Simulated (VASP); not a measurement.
Input of a VASP 6.6.1 run:

INCAR

```
PREC = Accurate ; ENCUT = 520
EDIFF = 1E-6 ; ISMEAR = 0
SIGMA = 0.15 ; LREAL = False
LASPH = True ; NELM = 100
ALGO = Fast ; ISIF = 2
LWAVE = False ; LCHARG = False
GGA = PE ; NBANDS = 13
```

The input KPOINTS:

```
regular mesh
0
Gamma
  20 20 20
```

Contents of POSCAR:

```
W
1.0
   -1.5493472010      1.6236865766      1.6236865766
    1.6236865766     -1.5493472010      1.6236865766
    1.6236865766      1.6236865766     -1.5493472010
W
1
Direct
    0.0000000000      0.0000000000      0.0000000000
```

Potentials or basis: VASP PAW PBE potentials, release 64 (W_sv).

Command:

```console
$ cat potpaw_PBE.64/W_sv/POTCAR > POTCAR
$ mpirun -np 1 vasp_std > vasp.out
```

Task: Predict the band gap on the k mesh.

Result: Zero (band 7 reaches 14.03 eV, above the bottom of band 8 at 9.51 eV).

Task: Predict the pressure.

Result: -14.3 GPa.

Stress tensor (GPa, compression positive):
```
-14.26  -4.67  -4.67
 -4.67 -14.26  -4.67
 -4.67  -4.67 -14.26
```

Caveat: spin-orbit coupling is left out, which moves the levels of the heavy elements.
